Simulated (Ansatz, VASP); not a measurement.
**Be in VASP and in Ansatz**

File INCAR:

```
SYSTEM = Be
PREC = Accurate
ENCUT = 600
EDIFF = 1E-7
ISMEAR = 0
SIGMA = 0.1
LREAL = .False.
LASPH = .True.
NELM = 80
ALGO = Normal
ISIF = 3
LWAVE = .False.
LCHARG = .False.
GGA = PE
IBRION = 2
NSW = 90
EDIFFG = -0.04
```

KPOINTS

```
Automatic mesh
0
Gamma
  4 4 4
  0 0 0
```

The input POSCAR:

```
Be
1.0
    5.2524850700      0.0000000000      0.0000000000
    0.0000000000      5.2524850700      0.0000000000
    0.0000000000      0.0000000000      5.2632498900
Be
12
Direct
    0.6278065100      0.6278065100      0.6250000000
    0.3721934900      0.3721934900      0.1250000000
    0.3721934900      0.6278065100      0.3750000000
    0.6278065100      0.3721934900      0.8750000000
    0.1594893800      0.5816881900      0.9103506100
    0.8405106200      0.4183118100      0.4103506100
    0.4183118100      0.1594893800      0.6603506100
    0.5816881900      0.8405106200      0.1603506100
    0.8405106200      0.5816881900      0.0896493900
    0.1594893800      0.4183118100      0.5896493900
    0.5816881900      0.1594893800      0.3396493900
    0.4183118100      0.8405106200      0.8396493900
```

Input for Ansatz:

```yaml
crystal:
  lattice:
    - [5.25248507, 0.0, 0.0]
    - [0.0, 5.25248507, 0.0]
    - [0.0, 0.0, 5.26324989]
  atoms:
    - { symbol: Be, position: [0.62780651, 0.62780651, 0.625] }
    - { symbol: Be, position: [0.37219349, 0.37219349, 0.125] }
    - { symbol: Be, position: [0.37219349, 0.62780651, 0.375] }
    - { symbol: Be, position: [0.62780651, 0.37219349, 0.875] }
    - { symbol: Be, position: [0.15948938, 0.58168819, 0.91035061] }
    - { symbol: Be, position: [0.84051062, 0.41831181, 0.41035061] }
    - { symbol: Be, position: [0.41831181, 0.15948938, 0.66035061] }
    - { symbol: Be, position: [0.58168819, 0.84051062, 0.16035061] }
    - { symbol: Be, position: [0.84051062, 0.58168819, 0.08964939] }
    - { symbol: Be, position: [0.15948938, 0.41831181, 0.58964939] }
    - { symbol: Be, position: [0.58168819, 0.15948938, 0.33964939] }
    - { symbol: Be, position: [0.41831181, 0.84051062, 0.83964939] }
basis:
  ecutwfc: 420
kpoints:
  mp_grid: { grid: [4, 4, 4] }
hamiltonian:
  xc: pbe
scf:
  occupations: { method: gaussian, width: 0.1 }
  lower_state_search: "off"
output:
  forces: true
  stress: true
  eigenvalues: true
relax:
  adjacent_minimum: "off"
  f_tol: 0.04
  max_steps: 70
  cell: { stress_tol: 0.4 }
```

Alike in both runs: task relaxation of cell and atoms; functional PBE; k mesh 4 × 4 × 4; occupations gaussian, width 0.1 eV; no spin polarisation.

|  | VASP | Ansatz |
| --- | --- | --- |
| version | VASP 6.6.1 | Ansatz 0.2.0 |
| potentials or method | VASP PAW PBE potentials, release 64 (Be), cutoff 600 eV | scalar-relativistic, plane waves, PAW |
| valence electrons in the cell | 24 | 24 |

```tsv
	VASP	Ansatz	Ansatz less VASP
gap on the k mesh at the Fermi level, each at its own relaxed structure (eV)	none	none	-
relaxed volume (Å³/atom)	9.94	9.92	-0.024
relaxed cell length with the largest relative difference (Å)	4.226	4.222	-0.0039
```

A gap of «none» marks a metal or a gap that the smearing closes.

Noted on VASP's run: the volume moved by over 15 % at a fixed basis, so the end points are rough.
